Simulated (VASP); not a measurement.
Set up this calculation in VASP 6.6.1, as the native input.

* Task: single point
* Functional: PBEsol
* Potentials or basis: VASP PAW PBE potentials, release 64 (Si, C)
* Cutoff: 520 eV
* k mesh: 12 × 12 × 12
* Occupations: gaussian, width 0.05 eV
* Spin: no spin polarisation
* Dipole correction: no
* Further INCAR settings: ALGO = Normal; EDIFF = 1e-06; NBANDS = 11

The structure of SiC lies in POSCAR:

```
SiC
1.0
    0.0000000000      2.0994910765      2.0994910765
    2.0994910765      0.0000000000      2.0994910765
    2.2163627465      2.2163627465     -0.1168716699
Si C
1 1
Direct
    0.0000000000      0.0000000000      0.0000000000
    0.7500000000      0.7500000000      0.7500000000
```

The input as run:

INCAR

```
PREC     = Accurate       # precision mode
ENCUT    = 520            # plane-wave cutoff, eV
EDIFF    = 1E-6           # SCF threshold, eV
ISMEAR   = 0              # smearing method
SIGMA    = 0.05           # smearing width, eV
LREAL    = False          # projectors in reciprocal space
LASPH    = True           # aspherical terms in the spheres
NELM     = 60             # most SCF steps
ALGO     = Normal         # electronic algorithm
ISIF     = 2              # what is computed and relaxed
LWAVE    = False          # write WAVECAR
LCHARG   = True           # write CHGCAR
GGA      = PS             # functional
LELF     = True           # ELF
LVHAR    = True         
NBANDS   = 11             # bands
```

KPOINTS

```
Automatic mesh
0
Gamma
  12 12 12
```

Potentials or basis: VASP PAW PBE potentials, release 64 (Si, C).

The run is started by

```console
$ cat potpaw_PBE.64/Si/POTCAR potpaw_PBE.64/C/POTCAR > POTCAR
$ mpirun -np 1 vasp_std > vasp.out
```

Results of the run:

- Pressure: 9.6 GPa
- Largest force: 0.646 eV/Å
- Band gap on the k mesh: 0.91 eV, indirect (least direct gap 3.94 eV)

Caveat: the PAW data sets were made with another functional, which shifts forces and pressure a little.

It used 19 s of CPU time on 1 thread of Intel Xeon 6975P-C, on a shared host.
